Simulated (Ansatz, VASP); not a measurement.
## Ge2Sb2Te5: VASP beside Ansatz

```xyz
9
Lattice="4.2200 0.0000 0.0000 -2.1100 3.6546 0.0000 0.0000 0.0000 17.2000" Properties=species:S:1:pos:R:3 pbc="T T T"
Te    0.0000    0.0000    0.0000
Te    2.1100    1.2182    3.6125
Te    0.0000    2.4364    7.2250
Te    2.1100    1.2182    9.9750
Te    0.0000    2.4364   13.5875
Ge    0.0000    2.4364    1.8063
Ge    2.1100    1.2182   15.3937
Sb    0.0000    0.0000    5.4188
Sb    0.0000    0.0000   11.7812
```

Alike in both runs: task relaxation of cell and atoms; functional PBE; k mesh 10 × 10 × 2; occupations gaussian, width 0.03 eV; no spin polarisation.

|  | VASP | Ansatz |
| --- | --- | --- |
| version | VASP 6.6.1 | Ansatz 0.2.0 |
| potentials or method | VASP PAW PBE potentials, release 64 (Te, Ge_d, Sb) | scalar-relativistic, plane waves, PAW |
| plane-wave cutoff (eV) | 600 | 420 |
| valence electrons in the cell | 68 | 138 |

```tsv
	VASP	Ansatz	Ansatz less VASP
gap on the k mesh at the Fermi level, each at its own relaxed structure (eV)	0.53	0.56	+0.025
relaxed volume (Å³/atom)	31.14	31.21	+0.077
relaxed cell length with the largest relative difference (Å)	17.552	17.588	+0.0356
```

VASP's potentials hold 68 valence electrons a cell and Ansatz's 138, so a difference there can come from the potentials and not from the codes.

Spin-orbit coupling is off throughout.
